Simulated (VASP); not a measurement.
Input of a VASP 6.6.1 run:

The input INCAR:

```
SYSTEM = C
ALGO = Normal
EDIFF = 1E-6
ENCUT = 520
GGA = PE
ISIF = 2
ISMEAR = -1
LASPH = .True.
LCHARG = .False.
LREAL = .False.
LWAVE = .False.
NBANDS = 11
NELM = 60
PREC = Accurate
SIGMA = 0.1
```

File KPOINTS:

```
k-points
0
Gamma
  23 23 13
  0 0 0
```

Contents of POSCAR:

```
C
1.0
    1.6113866869      0.0000000000      0.0000000000
   -0.8056933435      1.3955018062      0.0000000000
    0.0000000000      0.0000000000      4.5542670610
C
2
Direct
    0.3333333333      0.6666666667      0.2500000000
    0.6666666667      0.3333333333      0.7500000000
```

Potentials or basis: VASP PAW PBE potentials, release 64 (C).

The run is started by

```sh
$ cat potpaw_PBE.64/C/POTCAR > POTCAR
$ mpirun -np 1 vasp_std > vasp.out
```

Q: Estimate the pressure.

A: 95.8 GPa.

Q: Estimate the band gap on the k mesh.

A: Zero (bands 4 and 5 overlap by 4.48 eV).

Stress tensor (GPa, compression positive):
```
95.75  0.00  0.00
 0.00 95.75  0.00
 0.00  0.00 95.99
```

Caveat: the cell stands under pressure.
